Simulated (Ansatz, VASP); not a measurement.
**Ga2Cu: VASP beside Ansatz**

```
Ga Cu
1.0
     2.83000    0.00000    0.00000
     0.00000    2.83000    0.00000
     0.00000    0.00000    5.83900
Ga Cu
2 1
Direct
  0.50000 0.50000 0.29500
  0.50000 0.50000 0.70500
  0.00000 0.00000 0.00000
```

Alike in both runs: task single point; functional PBEsol; k mesh 14 × 14 × 7; occupations fermi-dirac, width 0.08 eV; no spin polarisation.

|  | VASP | Ansatz |
| --- | --- | --- |
| version | VASP 6.6.1 | Ansatz 0.2.0 |
| potentials or method | VASP PAW PBE potentials, release 64 (Ga_d, Cu), cutoff 520 eV | all-electron LAPW, scalar-relativistic |

|  | VASP | Ansatz | Ansatz less VASP |
| --- | --- | --- | --- |
| pressure (GPa) | -3.4 | -3.6 | -0.24 |
| traceless stress, the component that is largest in VASP (GPa) | 2.38 | 2.24 | -0.132 |
| rms of the force components (eV/Å) | 0.482 | 0.491 | +0.0086 |

VASP's potentials were made for PBE, not for PBEsol. Atom by atom the forces differ by 0.009 eV/Å (rms over components). Ansatz ran all-electron here, and VASP with PAW potentials.
